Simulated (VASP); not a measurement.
# Sr4TmSi (P4/mmm) in VASP: further runs

The runs below take Sr4TmSi through single point, relaxation of cell and atoms, with PBE.

Everything below comes from runs of VASP 6.6.1. Logs are shortened: lines on timing, memory, paths and dates and some standing lists are left out, and cuts for length are marked.

## Step 1: The cell of the first run

It takes space group P4/mmm (No. 123, tetragonal). Conventional cell: a = 5.883 Å, b = 5.883 Å, c = 10.295 Å, α = 90.00°, β = 90.00°, γ = 90.00°. Within 4.6 Å of Sr (site symmetry 4mm) lie 1 Tm at 3.33 Å and 5 Sr at 3.64 to 4.44 Å and 4 Si at 4.54 Å. Within 3.9 Å of Sr (site symmetry mmm) lie 2 Tm at 2.94 Å. Within 3.9 Å of Tm (site symmetry 4/mmm) lie 6 Sr at 2.94 to 3.33 Å.

The cell was generated, and may not be a known phase.

## Step 2: Single point, PBE

Contents of INCAR:

```
PREC = Accurate
ENCUT = 500
EDIFF = 1E-6
ISMEAR = 0
SIGMA = 0.2
LREAL = False
LASPH = True
NELM = 200
ALGO = Normal
ISIF = 2
LWAVE = False
LCHARG = True
GGA = PE
LELF = True
LVHAR = True
NBANDS = 36
GGA_COMPAT = False
LMAXMIX = 6
```

Contents of KPOINTS:

```
regular mesh
0
Gamma
  4 4 2
```

Contents of POSCAR:

```
Sr4TmSi
1.0
    5.8825161124      0.0000000000      0.0000000000
    0.0000000000      5.8825161124      0.0000000000
    0.0000000000      0.0000000000     10.2951849178
Sr Tm Si
4 1 1
Direct
    0.0000000000      0.0000000000      0.6768788457
    0.0000000000      0.0000000000      0.3231211543
    0.5000000000      0.0000000000      0.0000000000
    0.0000000000      0.5000000000      0.0000000000
    0.0000000000      0.0000000000      0.0000000000
    0.5000000000      0.5000000000      0.5000000000
```

Potentials or basis: VASP PAW PBE potentials, release 64 (Sr_sv, Tm_3, Si), 4f in core.

Command:

```console
> cat potpaw_PBE.64/Sr_sv/POTCAR potpaw_PBE.64/Tm_3/POTCAR potpaw_PBE.64/Si/POTCAR > POTCAR
> mpirun -np 1 vasp_std > vasp.out
```

OUTCAR:

```text
PREC = Accurate
   ENCUT = 500
   EDIFF = 1E-6
   ISMEAR = 0
   LREAL = False
   LASPH = True
   NELM = 200
   ISIF = 2
   GGA = PE

 ion  position               nearest neighbor table
   1  0.000  0.000  0.677-   5 3.33   2 3.64   4 4.44   3 4.44   4 4.44   3 4.44
   2  0.000  0.000  0.323-   5 3.33   1 3.64   4 4.44   3 4.44   4 4.44   3 4.44
   3  0.500  0.000  0.000-   5 2.94   5 2.94   4 4.16   4 4.16   4 4.16   4 4.16   2 4.44   2 4.44
                             1 4.44   1 4.44
   4  0.000  0.500  0.000-   5 2.94   5 2.94   3 4.16   3 4.16   3 4.16   3 4.16   1 4.44   2 4.44
                             1 4.44   2 4.44
   5  0.000  0.000  0.000-   3 2.94   4 2.94   4 2.94   3 2.94   1 3.33   2 3.33
   6  0.500  0.500  0.500-

  LATTYP: Found a simple tetragonal cell.
 ALAT       =     5.8825161124
 C/A-ratio  =     1.7501328889

  Lattice vectors:

 A1 = (   5.8825161124,   0.0000000000,   0.0000000000)
 A2 = (   0.0000000000,   5.8825161124,   0.0000000000)
 A3 = (   0.0000000000,   0.0000000000,  10.2951849178)

Analysis of symmetry for initial positions (statically):
=====================================================================
 Subroutine PRICEL returns:
 Original cell was already a primitive cell.

 Routine SETGRP: Setting up the symmetry group for a
 simple tetragonal supercell.

 Subroutine GETGRP returns: Found 16 space group operations
 (whereof 16 operations were pure point group operations)
 out of a pool of 16 trial point group operations.

The static configuration has the point symmetry D_4h.

Analysis of symmetry for dynamics (positions and initial velocities):
=====================================================================
 Subroutine PRICEL returns:
 Original cell was already a primitive cell.

 Routine SETGRP: Setting up the symmetry group for a
 simple tetragonal supercell.

 Subroutine GETGRP returns: Found 16 space group operations
 (whereof 16 operations were pure point group operations)
 out of a pool of 16 trial point group operations.

The dynamic configuration has the point symmetry D_4h.

 Subroutine INISYM returns: Found 16 space group operations
 (whereof 16 operations are pure point group operations),
 and found     1 'primitive' translations

----------------------------------------------------------------------------------------

                                     Primitive cell

  volume of cell :     356.2545

  direct lattice vectors                    reciprocal lattice vectors
     5.882516112  0.000000000  0.000000000     0.169995284  0.000000000  0.000000000
     0.000000000  5.882516112  0.000000000     0.000000000  0.169995284  0.000000000
     0.000000000  0.000000000 10.295184918     0.000000000  0.000000000  0.097132787

  length of vectors
     5.882516112  5.882516112 10.295184918     0.169995284  0.169995284  0.097132787

  position of ions in fractional coordinates (direct lattice)
     0.000000000  0.000000000  0.676878846
     0.000000000  0.000000000  0.323121154
     0.500000000  0.000000000  0.000000000
     0.000000000  0.500000000  0.000000000
     0.000000000  0.000000000  0.000000000
     0.500000000  0.500000000  0.500000000

  ion indices of the primitive-cell ions
   primitive index   ion index
                 1           1
                 2           2
                 3           3
                 4           4
                 5           5
                 6           6

----------------------------------------------------------------------------------------

 KPOINTS: regular mesh

Automatic generation of k-mesh.
 Grid dimensions read from file:
 generate k-points for:    4    4    2

 Generating k-lattice:

  Cartesian coordinates                     Fractional coordinates (reciprocal lattice)
     0.042498821  0.000000000  0.000000000     0.250000000  0.000000000  0.000000000
     0.000000000  0.042498821  0.000000000     0.000000000  0.250000000  0.000000000
     0.000000000  0.000000000  0.048566393     0.000000000  0.000000000  0.500000000

  Length of vectors
     0.042498821  0.042498821  0.048566393

  Shift w.r.t. Gamma in fractional coordinates (k-lattice)
     0.000000000  0.000000000  0.000000000

 Subroutine IBZKPT returns following result:
 ===========================================

 Found     12 irreducible k-points:

 Following reciprocal coordinates:
            Coordinates               Weight
  0.000000  0.000000  0.000000      1.000000
  0.250000  0.000000  0.000000      4.000000
  0.500000  0.000000  0.000000      2.000000
  0.250000  0.250000  0.000000      4.000000
  0.500000  0.250000  0.000000      4.000000
  0.500000  0.500000  0.000000      1.000000
  0.000000  0.000000  0.500000      1.000000
  0.250000  0.000000  0.500000      4.000000
  0.500000  0.000000  0.500000      2.000000
  0.250000  0.250000  0.500000      4.000000
  0.500000  0.250000  0.500000      4.000000
  0.500000  0.500000  0.500000      1.000000
   k-points           NKPTS =     12   k-points in BZ     NKDIM =     12   number of bands    NBANDS=     36
   number of dos      NEDOS =    301   number of ions     NIONS =      6
   total plane-waves  NPLWV = 184320
   dimension x,y,z NGX =    48 NGY =   48 NGZ =   80
   dimension x,y,z NGXF=    96 NGYF=   96 NGZF=  160
   ions per type =               4   1   1
   NGX,Y,Z   is equivalent  to a cutoff of  13.57, 13.57, 12.92 a.u.
   NGXF,Y,Z  is equivalent  to a cutoff of  27.13, 27.13, 25.84 a.u.
 SYSTEM =  unknown system
   PREC   = accura    normal or accurate (medium, high low for compatibility)
   ISTART =      0    job   : 0-new  1-cont  2-samecut
   ICHARG =      2    charge: 1-file 2-atom 10-const
   ISPIN  =      1    spin polarized calculation?
   LNONCOLLINEAR =      F non collinear calculations
   LSORBIT =      F    spin-orbit coupling
   LASPH  =      T    aspherical Exc in radial PAW
   ENCUT  =  500.0 eV  36.75 Ry    6.06 a.u.  10.73 10.73 18.77*2*pi/ulx,y,z
   NELM   =    200;   NELMIN=  2; NELMDL= -5     # of ELM steps
   EDIFF  = 0.1E-05   stopping-criterion for ELM
   LREAL  =      F    real-space projection
   EDIFFG = 0.1E-04   stopping-criterion for IOM
   NSW    =      0    number of steps for IOM
   IBRION =     -1    ionic relax: 0-MD 1-quasi-New 2-CG
   NFREE  =      0    steps in history (QN), initial steepest desc. (CG)
   ISIF   =      2    stress and relaxation
   ISYM   =      2    0-nonsym 1-usesym 2-fastsym
   POTIM  = 0.5000    time-step for ionic-motion
   TEBEG  =    0.0;   TEEND  =   0.0 temperature during run
   PSTRESS=    0.0 pullay stress
   NELECT =      53.0000    total number of electrons
   NUPDOWN=      -1.0000    fix difference up-down
   EMIN   =  10.00;   EMAX   =-10.00  energy-range for DOS
   EFERMI =   0.00;   METHOD = LEGACY
   ISMEAR =     0;   SIGMA  =   0.20  broadening in eV -4-tet -1-fermi 0-gaus
   EFERMI_NEDOS =   21; number of points for ismear=-14 and -15
   IALGO  =     38    algorithm
   IMIX   =      4    mixing-type and parameters
     AMIX     =   0.40;   BMIX     =  1.00
     AMIX_MAG =   1.60;   BMIX_MAG =  1.00
  volume/ion in A,a.u.               =      59.38       400.69
  Fermi-wavevector in a.u.,A,eV,Ry     =   0.867454  1.639251 10.238073  0.752477
  Thomas-Fermi vector in A             =   1.985991
   LORBIT       =      0    0 simple, 1 ext, 2 COOP (PROOUT), +10 PAW based schemes
   GGA     = PE    functional components
   LHFCALC =     F    Hartree Fock is set to
   AEXX    =    0.0000 exact exchange contribution
   IVDW    =     0    specifies the selected vdW correction
   LEPSILON=     F    determine dielectric tensor
   LRPA    =     F    only Hartree local field effects (RPA)
 non-spin polarized calculation
 Gauss-broadening in eV      SIGMA  =   0.20
  energy-cutoff  :      500.00
  volume of cell :      356.25
 maximum number of plane-waves:      9080
 NGX is ok and might be reduce to    48
   NGX = 21   NGY = 21   NGZ = 37

 number of electron      53.0000002 magnetization

 Free energy of the ion-electron system (eV)
  ---------------------------------------------------
  ext. energy  EPLUGINS =         0.00000000
  ---------------------------------------------------
  free energy    TOTEN  =        -8.21258782 eV

  energy without entropy =       -7.88454521  energy(sigma->0) =       -8.04856652

 E-fermi :   0.3882     XC(G=0):  -6.7198

 val. band max:        0.3626084241   @ k =   0.2500   0.2500   0.5000
 cond. band min:       0.3893012705   @ k =   0.5000   0.5000   0.0000
 fundamental gap:      0.0266928464
 Fermi energy:         0.3881713690

 k-point     1 :       0.0000    0.0000    0.0000
  band No.  band energies     occupation
      1     -36.4365      2.00000
      2     -36.4189      2.00000
      3     -35.4754      2.00000
      4     -35.4623      2.00000
      5     -25.1178      2.00000
      6     -25.1178      2.00000
[... 28 lines left out ...]
     35       1.9626      0.00000
     36       1.9626      0.00000

 k-point     2 :       0.2500    0.0000    0.0000
  band No.  band energies     occupation
      1     -36.4365      2.00000
      2     -36.4188      2.00000
      3     -35.4751      2.00000
      4     -35.4654      2.00000
      5     -25.1175      2.00000
      6     -25.0817      2.00000
[... 28 lines left out ...]
     35       2.0228      0.00000
     36       2.5098      0.00000

 k-point     3 :       0.5000    0.0000    0.0000
  band No.  band energies     occupation
      1     -36.4365      2.00000
      2     -36.4188      2.00000
      3     -35.4746      2.00000
      4     -35.4688      2.00000
      5     -25.1171      2.00000
      6     -25.0450      2.00000
[... 28 lines left out ...]
     35       2.3441      0.00000
     36       2.4368      0.00000
[... 274 lines left out ...]
 k-point    11 :       0.5000    0.2500    0.5000
  band No.  band energies     occupation
      1     -36.4366      2.00000
      2     -36.4186      2.00000
      3     -35.4746      2.00000
      4     -35.4717      2.00000
      5     -25.0810      2.00000
      6     -25.0446      2.00000
[... 28 lines left out ...]
     35       2.2971      0.00000
     36       2.9906      0.00000

 k-point    12 :       0.5000    0.5000    0.5000
  band No.  band energies     occupation
      1     -36.4366      2.00000
      2     -36.4186      2.00000
      3     -35.4746      2.00000
      4     -35.4746      2.00000
      5     -25.0443      2.00000
      6     -25.0443      2.00000
[... 28 lines left out ...]
     35       2.4338      0.00000
     36       3.0989      0.00000

------------------------ aborting loop because EDIFF is reached ----------------------------------------

  FORCE on cell =-STRESS in cart. coord.  units (eV):
  Direction    XX          YY          ZZ          XY          YZ          ZX
  --------------------------------------------------------------------------------------
  -------------------------------------------------------------------------------------
  Total        0.5268286      0.5268286      0.2033731      0.0000000     -0.0000000     -0.0000000
  in kB        2.3692972      2.3692972      0.9146262      0.0000000     -0.0000000     -0.0000000
  external PRESSURE =       1.8844069 kB  Pullay stress =       0.0000000 kB

 VOLUME and BASIS-vectors are now :
 -----------------------------------------------------------------------------
  energy-cutoff  :      500.00
  volume of cell :      356.25
      direct lattice vectors                 reciprocal lattice vectors
     5.882516112  0.000000000  0.000000000     0.169995284  0.000000000  0.000000000
     0.000000000  5.882516112  0.000000000     0.000000000  0.169995284  0.000000000
     0.000000000  0.000000000 10.295184918     0.000000000  0.000000000  0.097132787

 POSITION                                       TOTAL-FORCE (eV/Angst)
 -----------------------------------------------------------------------------------
      0.00000      0.00000      6.96859        -0.000000      0.000000     -0.038691
      0.00000      0.00000      3.32659        -0.000000     -0.000000      0.038691
      2.94126      0.00000      0.00000         0.000000     -0.000000      0.000000
      0.00000      2.94126      0.00000         0.000000     -0.000000      0.000000
      0.00000      0.00000      0.00000         0.000000     -0.000000      0.000000
      2.94126      2.94126      5.14759         0.000000     -0.000000      0.000000
 -----------------------------------------------------------------------------------
    total drift:                                0.000000     -0.000000      0.000000

  FREE ENERGIE OF THE ION-ELECTRON SYSTEM (eV)
  ---------------------------------------------------
  free  energy   TOTEN  =        -8.2125878196 eV

  energy  without entropy=       -7.8845452138  energy(sigma->0) =       -8.04856652
```

Wall time 2.6 min (1 thread of Intel Xeon 6975P-C (Granite Rapids), shared host); peak memory 0.49 GiB.

What came out:

```
Free energy            : -8.2126 eV
Pressure               : 0.2 GPa
Largest force          : 0.039 eV/Å
Band gap on the k mesh : zero (an odd number of electrons rules out a gap without spin polarisation)
```

Forces on the atoms (eV/Å):
```
Sr   0.000  0.000 -0.039
Sr   0.000  0.000  0.039
Sr   0.000  0.000  0.000
Sr   0.000  0.000  0.000
Tm   0.000  0.000  0.000
Si   0.000  0.000  0.000
```

Caveat: spin-orbit coupling is left out, which moves the levels of the heavy elements; the 4f electrons are frozen in the core, so they carry no moment and show no levels.

## Step 3: Relaxation of cell and atoms, PBE

This run uses another cell than the first one, of 21.66 Å³/atom.

Contents of INCAR:

```
SYSTEM = Sr4TmSi
PREC = Accurate
ENCUT = 500
EDIFF = 1E-7
ISMEAR = 0
SIGMA = 0.2
LREAL = .False.
LASPH = .True.
NELM = 200
ALGO = Normal
ISIF = 3
LWAVE = .False.
LCHARG = .False.
GGA = PE
IBRION = 2
NSW = 36
EDIFFG = -0.08
GGA_COMPAT = .False.
NELMIN = 4
LMAXMIX = 6
```

Contents of KPOINTS:

```
regular mesh
0
Gamma
  4 4 3
  0 0 0
```

Contents of POSCAR:

```
Sr4TmSi
1.0
    4.2249274600      0.0000000000      0.0000000000
    0.0000000000      4.2249274600      0.0000000000
    0.0000000000      0.0000000000      7.2822429100
Sr Tm Si
4 1 1
Direct
    0.5000000000      0.0000000000      0.0000000000
    0.0000000000      0.5000000000      0.0000000000
    0.0000000000      0.0000000000      0.2770000100
    0.0000000000      0.0000000000      0.7229999900
    0.5000000000      0.5000000000      0.5000000000
    0.0000000000      0.0000000000      0.0000000000
```

Potentials or basis: VASP PAW PBE potentials, release 64 (Sr_sv, Tm_3, Si), 4f in core.

Command:

```console
> cat potpaw_PBE.64/Sr_sv/POTCAR potpaw_PBE.64/Tm_3/POTCAR potpaw_PBE.64/Si/POTCAR > POTCAR
> mpirun -np 1 vasp_std > vasp.out
```

Run time: 7.2 min. Hardware: 1 thread of Intel Xeon 6975P-C (Granite Rapids), shared host; peak memory 0.25 GiB.

Results (log left out):

```yaml
Free_energy: -13.8901 eV
Relaxed_volume: 55.54 Å³/atom
Relaxed_cell: a = 5.862 Å, b = 5.862 Å, c = 9.698 Å, α = 90.00°, β = 90.00°, γ = 90.00°
Space_group_after_relaxing_to_0.1_Å: P4/mmm (No. 123)
Energy_gained_by_relaxing: 4318.5 meV/atom
Ionic_steps: 16
Pressure_after_relaxing: 0.0 GPa
Largest_force_after_relaxing: 0.040 eV/Å
Band_gap_on_the_k_mesh: zero (an odd number of electrons rules out a gap without spin polarisation)
```

Forces in eV/Å, atoms in the order of the input:
```
Sr   0.000  0.000  0.000
Sr   0.000  0.000  0.000
Sr   0.000  0.000  0.040
Sr   0.000  0.000 -0.040
Tm   0.000  0.000  0.000
Si   0.000  0.000  0.000
```

The path:
```tsv
step	energy change (eV)	largest force (eV/Å)	pressure (GPa)	volume (Å³)
1	0.0000	15.0033	68.19	129.99
2	-23.2339	3.4610	-0.57	390.80
3	-24.0039	2.6070	3.86	276.24
4	-24.0076	3.1145	1.32	319.40
5	-24.0581	3.0241	1.77	309.54
6	-24.9084	2.0002	-0.02	340.44
7	-25.2146	0.9429	-1.85	395.83
8	-25.2460	1.1553	-1.50	381.57
9	-25.6904	0.7644	-0.98	356.96
10	-25.8997	0.1801	0.35	326.87
11	-25.9058	0.0598	0.03	332.38
12	-25.9068	0.0030	0.11	330.99
13	-25.9065	0.0381	0.16	330.02
14	-25.9097	0.1166	0.06	331.88
15	-25.9099	0.1005	0.08	331.51
16	-25.9112	0.0397	-0.02	333.24
```

Final structure:
```
CELL_PARAMETERS angstrom
5.86194 0.00000 0.00000
0.00000 5.86194 0.00000
0.00000 0.00000 9.69796
ATOMIC_POSITIONS crystal
Sr 0.50000 0.00000 0.00000
Sr 0.00000 0.50000 0.00000
Sr 0.00000 0.00000 0.31013
Sr 0.00000 0.00000 0.68987
Tm 0.50000 0.50000 0.50000
Si 0.00000 0.00000 0.00000
```

Levels at points of the mesh, in eV from the Fermi level:
```csv
k point,band 24,band 25,band 26,band 27,band 28,band 29,band 30,band 31
"(0.00, 0.00, 0.00)",-0.37,-0.37,-0.10,0.06,0.62,0.65,0.65,0.79
"(0.50, 0.00, 0.00)",-1.30,-0.68,-0.06,0.08,0.22,0.41,0.64,0.97
"(0.50, 0.50, 0.00)",-1.57,-0.64,-0.23,-0.23,0.14,0.27,0.27,0.58
```

Caveat: the k points lie up to 0.27 Å⁻¹ apart in the final cell, too coarse for converged energies and pressures of a metal; the volume moved by over 15 % at a fixed basis, so the end points are rough; spin-orbit coupling is left out, which moves the levels of the heavy elements; the 4f electrons are frozen in the core, so they carry no moment and show no levels; the relaxation stopped at a loose force limit of 0.08 eV/Å, so its end isn't a converged minimum. Spin polarisation is off, so any magnetic state and its effect on volume and gap are missing.

The gap in the log of VASP goes by the Fermi energy; the results here count the filled bands.